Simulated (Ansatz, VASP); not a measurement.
## One calculation of SnSe, two programs

POSCAR

```
SnSe
1.0
   -0.1245763498      2.9676001985      2.9676001985
    2.9676001985     -0.1245763498      2.9676001985
    2.9676001985      2.9676001985     -0.1245763498
Sn Se
1 1
Direct
    0.0000000000      0.0000000000      0.0000000000
    0.5000000000      0.5000000000      0.5000000000
```

File INCAR.step1:

```
PREC = Accurate
ENCUT = 520
ISMEAR = -1
SIGMA = 0.02
LREAL = False
LASPH = True
NELM = 100
NBANDS = 17
GGA = PE
ALGO = Normal
EDIFF = 1E-4
LWAVE = True
LCHARG = False
```

INCAR.step2

```
PREC = Accurate
ENCUT = 520
EDIFF = 1E-6
ISMEAR = -1
SIGMA = 0.02
LREAL = False
LASPH = True
NELM = 100
ALGO = Normal
ISIF = 2
LWAVE = False
LCHARG = False
METAGGA = R2SCAN
LMIXTAU = True
NBANDS = 17
ISTART = 1
```

KPOINTS

```
Automatic mesh
0
Gamma
  8 8 8
```

Input for Ansatz:

```yaml
crystal:
  lattice:
    - [-0.1245763498, 2.9676001985, 2.9676001985]
    - [2.9676001985, -0.1245763498, 2.9676001985]
    - [2.9676001985, 2.9676001985, -0.1245763498]
  atoms:
    - { symbol: Sn, position: [0.0, 0.0, 0.0] }
    - { symbol: Se, position: [0.5, 0.5, 0.5] }
kpoints:
  mp_grid: { grid: [8, 8, 8] }
  band_path:
    path:
      - [0.0, 0.0, 0.0]
      - [0.5, 0.0, 0.5]
      - [0.625, 0.25, 0.625]
      - [0.375, 0.375, 0.75]
      - [0.5, 0.5, 0.5]
      - [0.5, 0.25, 0.75]
      - [0.5, 0.475, 0.525]
      - [-0.046305, 0.005778, 0.479655]
      - [0.468099, 0.482015, -0.479818]
    npoints: 1
hamiltonian:
  xc: r2scan
scf:
  occupations: { method: fermi_dirac, width: 0.02 }
  n_extra_bands: 4
output:
  forces: true
  stress: true
  eigenvalues: true
```

Change from the starting cell: epitaxial_111 strain +3.0%.

Alike in both runs: task single point; functional r2SCAN; k mesh 8 × 8 × 8; occupations fermi-dirac, width 0.02 eV; no spin polarisation.

```csv
,VASP,Ansatz
version,VASP 6.6.1,Ansatz 0.2.0
potentials or method,"VASP PAW PBE potentials, release 64 (Sn_d, Se)","plane waves, PAW"
plane-wave cutoff (eV),520,500
valence electrons in the cell,20,30
```

|  | VASP | Ansatz | Ansatz less VASP |
| --- | --- | --- | --- |
| pressure (GPa) | -1.1 | -1.1 | 0.00 |
| traceless stress, the component that is largest in VASP (GPa) | 0.73 | 0.73 | 0.000 |

VASP's potentials were made for PBE, not for r2SCAN. VASP's potentials hold 20 valence electrons a cell and Ansatz's 30, so a difference there can come from the potentials and not from the codes.
